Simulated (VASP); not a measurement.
## TaN: single point with PBEsol

Crystal: TaN.

```
Ta N
1.0
     0.00000    2.12221    2.25348
     2.12221    0.00000    2.25348
     2.12221    2.12221    0.00000
Ta N
1 1
Direct
  0.50000 0.50000 0.50000
  0.00000 0.00000 0.00000
```

This cell differs from its parent crystal: strain -0.030 along x and y, +0.030 along z.

```yaml
Program: VASP 6.6.1
Task: single point
Functional: PBEsol
Potentials_or_basis: VASP PAW PBE potentials, release 64 (Ta_sv_GW, N)
Cutoff: 700 eV
k_mesh: 24 × 24 × 24
Occupations: gaussian, width 0.15 eV
Spin: no spin polarisation
Dipole_correction: no
Further_INCAR_settings: ALGO = Normal; EDIFF = 1e-06; NBANDS = 16
```

- Pressure: 15.6 GPa
- Band gap on the k mesh: zero (bands 9 and 10 overlap by 3.99 eV)

Stress tensor (GPa, compression positive):
```
27.55  0.00  0.00
 0.00 27.55  0.00
 0.00  0.00 -8.44
```

Levels at points of the mesh, in eV from the Fermi level:
```
           k point  band 5  band 6  band 7  band 8  band 9  band 10  band 11  band 12  band 13  band 14
(0.00, 0.00, 0.00)  -19.16   -4.09   -3.80   -3.80   -2.73    -1.93    -1.93    -0.83     0.52     2.52
(0.50, 0.00, 0.00)  -15.76  -10.76   -7.97   -7.92    1.93     2.15     2.46     3.91     7.12     8.91
(0.50, 0.50, 0.00)  -17.94   -7.10   -5.73   -4.48   -4.48     2.27     3.85     3.85     4.95     7.22
(0.50, 0.00, 0.50)  -17.89   -6.44   -5.80   -4.91   -4.64     2.09     3.40     4.33     5.43     7.56
```

Run time: 7 min on 1 thread of Intel(R) Xeon(R) Platinum 8259CL CPU @ 2.50GHz (Skylake/Cascade Lake), with other jobs on the host, peak memory 0.67 GiB.

Caveat: the cell differs from its parent crystal (strain -0.030 along x and y, +0.030 along z); the stress differs along the axes, from -8 to 28 GPa; the PAW data sets were made with another functional, which shifts forces and pressure a little; spin-orbit coupling is left out, which moves the levels of the heavy elements.
